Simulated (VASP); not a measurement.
# BiS7: relaxation of cell and atoms with PBE

Crystal: BiS7.

```
CELL_PARAMETERS angstrom
4.56518 0.00000 0.00000
0.00000 4.56518 0.00000
0.00000 0.00000 9.74952
ATOMIC_POSITIONS crystal
Bi 0.00000 0.00000 0.00000
S 0.50000 0.50000 0.24349
S 0.50000 0.50000 0.75651
S 0.50000 0.50000 0.00000
S 0.00000 0.00000 0.30478
S 0.00000 0.00000 0.69522
S 0.00000 0.00000 0.50000
S 0.50000 0.50000 0.50000
```

The cell was generated, and may not be a known phase.

```
Program                : VASP 6.6.1
Task                   : relaxation of cell and atoms
Functional             : PBE
Potentials or basis    : VASP PAW PBE potentials, release 64 (Bi_d, S)
Cutoff                 : 600 eV
k mesh                 : 4 × 4 × 2
Occupations            : gaussian, width 0.2 eV
Spin                   : no spin polarisation
Dipole correction      : no
Further INCAR settings : ALGO = Normal; EDIFF = 1e-06; IBRION = 2; EDIFFG = -0.08; NSW = 36; ISIF = 3
```

```yaml
Relaxed_volume: 20.24 Å³/atom
Relaxed_cell: a = 3.991 Å, b = 3.991 Å, c = 10.168 Å, α = 90.00°, β = 90.00°, γ = 90.00°
Space_group_after_relaxing_to_0.1_Å: P4/mmm (No. 123)
Energy_gained_by_relaxing: 339.2 meV/atom
Ionic_steps: 13
Pressure_after_relaxing: 0.2 GPa
Largest_force_after_relaxing: 0.065 eV/Å
Band_gap_on_the_k_mesh: zero (an odd number of electrons rules out a gap without spin polarisation)
```

Forces in eV/Å, atoms in the order of the input:
```
Bi   0.000  0.000  0.000
S    0.000  0.000  0.065
S    0.000  0.000 -0.065
S    0.000  0.000  0.000
S    0.000  0.000 -0.009
S    0.000  0.000  0.009
S    0.000  0.000  0.000
S    0.000  0.000  0.000
```

Stress tensor (GPa, compression positive):
```
0.04 0.00 0.00
0.00 0.04 0.00
0.00 0.00 0.38
```

The path:
```
step  energy change (eV)  largest force (eV/Å)  pressure (GPa)  volume (Å³)
   1              0.0000                2.5845           -2.87       203.19
   2             -1.1030                1.7950           -3.57       190.04
   3             -2.2643                1.5314            1.58       162.92
   4             -2.2754                0.6556           -0.40       168.38
   5             -2.2935                0.9564            0.27       166.30
   6             -2.6328                0.7562            0.46       160.61
   7             -2.6371                0.7905            0.30       161.11
   8             -2.6377                0.8023            0.25       161.31
   9             -2.6946                0.2866           -0.31       162.51
  10             -2.7008                0.2673           -0.50       163.04
  11             -2.7074                0.1312            0.53       161.08
  12             -2.7080                0.1608            0.31       161.49
  13             -2.7138                0.0650            0.15       161.93
```

Final structure:
```xyz
8
Lattice="3.9907 0.0000 0.0000 0.0000 3.9907 0.0000 0.0000 0.0000 10.1681" Properties=species:S:1:pos:R:3 pbc="T T T"
Bi    0.0000    0.0000    0.0000
S     1.9953    1.9953    2.8068
S     1.9953    1.9953    7.3613
S     1.9953    1.9953    0.0000
S     0.0000    0.0000    2.8022
S     0.0000    0.0000    7.3659
S     0.0000    0.0000    5.0841
S     1.9953    1.9953    5.0841
```

Levels at points of the mesh, in eV from the Fermi level:
```
           k point  band 25  band 26  band 27  band 28  band 29  band 30  band 31  band 32
(0.00, 0.00, 0.00)    -2.29     0.12     0.12     0.14     0.98     1.15     1.15     2.23
(0.50, 0.00, 0.00)    -2.06    -1.82    -1.36    -1.10    -1.01    -0.70    -0.56    -0.28
(0.50, 0.50, 0.00)    -1.15    -0.99     0.29     1.07     1.07     2.07     2.07     3.09
(0.00, 0.00, 0.50)    -1.87     0.13     0.13     0.23     1.09     1.09     2.22     2.31
(0.50, 0.00, 0.50)    -2.25    -1.80    -1.17    -0.73    -0.69    -0.59    -0.57    -0.21
(0.50, 0.50, 0.50)    -3.00     0.75     1.08     1.08     2.02     2.02     3.15     3.15
```

Run time: 17 min on 1 thread of Intel Xeon 8259CL, with other jobs on the host, peak memory 0.38 GiB.

Caveat: the volume moved by over 15 % at a fixed basis, so the end points are rough; the highest band is partly filled, so the run has too few bands; spin-orbit coupling is left out, which moves the levels of the heavy elements; an odd number of electrons without spin polarisation forces a metal; a magnetic or distorted state may lie lower; the relaxation stopped at a loose force limit of 0.08 eV/Å, so its end isn't a converged minimum.
